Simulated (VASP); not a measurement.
CdSe, 2 atoms in the cell. Symmetry: F-43m, No. 216, cubic system. The conventional cell has a = 6.181 Å, b = 6.181 Å, c = 6.181 Å, α = 90.00°, β = 90.00°, γ = 90.00°. Cd (site symmetry -43m) has 4 Se at 2.68 Å within 3.5 Å. Se (site symmetry -43m) has 4 Cd at 2.68 Å within 3.5 Å.  This cell differs from its parent crystal: volume scaled by 1.02.

```yaml
Program: VASP 6.6.1
Task: single point
Functional: PBE
Potentials_or_basis: VASP PAW PBE potentials, release 64 (Cd, Se)
Cutoff: 520 eV
k_mesh: 8 × 8 × 8
Occupations: fermi-dirac, width 0.03 eV
Spin: no spin polarisation
Dipole_correction: no
Further_INCAR_settings: ALGO = Normal; EDIFF = 1e-06; NBANDS = 16
```

Potentials or basis: VASP PAW PBE potentials, release 64 (Cd, Se).

The run is started by

```bash
$ cat potpaw_PBE.64/Cd/POTCAR potpaw_PBE.64/Se/POTCAR > POTCAR
$ mpirun -np 1 vasp_std > vasp.out
```

Hardware: 1 thread of Intel(R) Xeon(R) 6975P-C (Granite Rapids), with other jobs on the host.

Task: Estimate the wall time of this run.

Result: Run time: 12 s on 1 thread of Intel(R) Xeon(R) 6975P-C (Granite Rapids) (shared host), peak memory 0.21 GiB. Counts: scf iterations 12, k points 29.
